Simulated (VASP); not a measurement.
Wanted: the native input for a VASP 6.6.1 run.

```
Task                   : single point
Functional             : PBE
Potentials or basis    : VASP PAW PBE potentials, release 64 (K_sv, F)
Cutoff                 : 520 eV
k mesh                 : 6 × 6 × 6
Occupations            : fermi-dirac, width 0.02 eV
Spin                   : no spin polarisation
Dipole correction      : no
Further INCAR settings : ALGO = Normal; EDIFF = 1e-06; NBANDS = 24
```

The structure of KF lies in POSCAR:

```
KF
1.0
    4.4587043838      0.0000000000      0.0000000000
   -2.2293521919      3.8613512644      0.0000000000
    0.0000000000      0.0000000000      5.2716949983
K F
2 2
Direct
    0.3333333333      0.6666666667      0.2500000000
    0.6666666667      0.3333333333      0.7500000000
    0.6666666667      0.3333333333      0.2500000000
    0.3333333333      0.6666666667      0.7500000000
```

This cell differs from its parent crystal: biaxial xy strain -0.6%.

The input as run:

INCAR

```
SYSTEM = KF
ALGO = Normal
EDIFF = 1E-6
ENCUT = 520
GGA = PE
ISIF = 2
ISMEAR = -1
LASPH = .True.
LCHARG = .False.
LREAL = .False.
LWAVE = .False.
NBANDS = 24
NELM = 60
PREC = Accurate
SIGMA = 0.02
```

KPOINTS

```
k-points
0
Gamma
  6 6 6
  0 0 0
```

Potentials or basis: VASP PAW PBE potentials, release 64 (K_sv, F).

Run with:

```console
$ cat potpaw_PBE.64/K_sv/POTCAR potpaw_PBE.64/F/POTCAR > POTCAR
$ mpirun -np 1 vasp_std > vasp.out
```

Results of the run:

* Pressure: 1.6 GPa
* Band gap on the k mesh: 5.41 eV

Caveat: the cell differs from its parent crystal (biaxial xy strain -0.6%).

It took 51 s on 1 thread of Intel(R) Xeon(R) Platinum 8375C CPU @ 2.90GHz (Ice Lake) (shared host), peak memory 0.23 GiB.
